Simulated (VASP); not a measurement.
The system is AgBr.

```
CELL_PARAMETERS angstrom
0.00000 2.89273 2.89273
2.89273 0.00000 2.89273
2.89273 2.89273 0.00000
ATOMIC_POSITIONS crystal
Ag 0.00000 0.00000 0.00000
Br 0.50000 0.50000 0.50000
```

Base run:

- Program: VASP 6.6.1
- Functional: PBE
- Potentials or basis: VASP PAW PBE potentials, release 64 (Ag, Br)
- Cutoff: 500 eV
- k mesh: 8 × 8 × 8
- Occupations: gaussian, width 0.01 eV
- Spin: no spin polarisation

Its results: band gap on the k mesh 0.68 eV (least direct gap 2.53 eV); pressure 1.2 GPa.

**Question.** The run is repeated on the same cell with these changes: functional from PBE to r2SCAN; cutoff from 500 eV to 550 eV; k mesh from 8 × 8 × 8 to 6 × 6 × 6. What comes out?

**Answer.** Band gap on the k mesh 1.25 eV (least direct gap 3.19 eV); pressure -0.1 GPa.

Several settings changed at once.

Caveats: the PAW data sets were made with another functional, which shifts forces and pressure a little (at least some runs).

A k mesh can miss the band edges.
